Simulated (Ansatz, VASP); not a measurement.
# KOs: VASP beside Ansatz

INCAR

```
ALGO = Fast
EDIFF = 1E-7
EDIFFG = -0.01
ENCUT = 600
GGA = PE
IBRION = 2
ISIF = 3
ISMEAR = 0
LASPH = True
LCHARG = False
LREAL = False
LWAVE = False
NELM = 100
NSW = 100
PREC = Accurate
SIGMA = 0.1
```

Contents of KPOINTS:

```
k-points
0
Gamma
  24 24 10
```

POSCAR

```
KOs
1.0
    2.7693506851      0.0000000000      0.0000000000
   -1.3846753425      2.3983280453      0.0000000000
    0.0000000000      0.0000000000      5.8111348777
K Os
1 1
Direct
    0.3333333333      0.6666666667      0.5000000000
    0.0000000000      0.0000000000      0.0000000000
```

Input for Ansatz:

```yaml
crystal:
  lattice:
    - [2.7693506851, 0.0, 0.0]
    - [-1.3846753425, 2.3983280453, 0.0]
    - [0.0, 0.0, 5.8111348777]
  atoms:
    - { symbol: K, position: [0.3333333333, 0.6666666667, 0.5] }
    - { symbol: Os, position: [0.0, 0.0, 0.0] }
basis:
  ecutwfc: 420
kpoints:
  mp_grid: { grid: [24, 24, 10] }
hamiltonian:
  xc: pbe
scf:
  occupations: { method: gaussian, width: 0.1 }
output:
  forces: true
  stress: true
  eigenvalues: true
  write_density: true
  write_potential: true
  elf: true
  volumetric_format: npy
relax:
  adjacent_minimum: "off"
  f_tol: 0.01
  max_steps: 80
  cell: { stress_tol: 0.05 }
```

Alike in both runs: task relaxation of cell and atoms; functional PBE; k mesh 24 × 24 × 10; occupations gaussian, width 0.1 eV; no spin polarisation.

|  | VASP | Ansatz |
| --- | --- | --- |
| version | VASP 6.6.1 | Ansatz 0.2.0 |
| potentials or method | VASP PAW PBE potentials, release 64 (K_sv, Os), cutoff 600 eV | scalar-relativistic, plane waves, PAW |
| valence electrons in the cell | 17 | 25 |

```tsv
	VASP	Ansatz	Ansatz less VASP
gap on the k mesh at the Fermi level, each at its own relaxed structure (eV)	none	none	-
relaxed volume (Å³/atom)	19.41	19.37	-0.039
relaxed length of the cell vector where the two differ most in proportion (Å)	2.776	2.774	-0.0029
```

A gap of «none» marks a metal or a gap that the smearing closes. VASP's potentials hold 17 valence electrons a cell and Ansatz's 25, so a difference there can come from the potentials and not from the codes.

Spin-orbit coupling is off throughout.
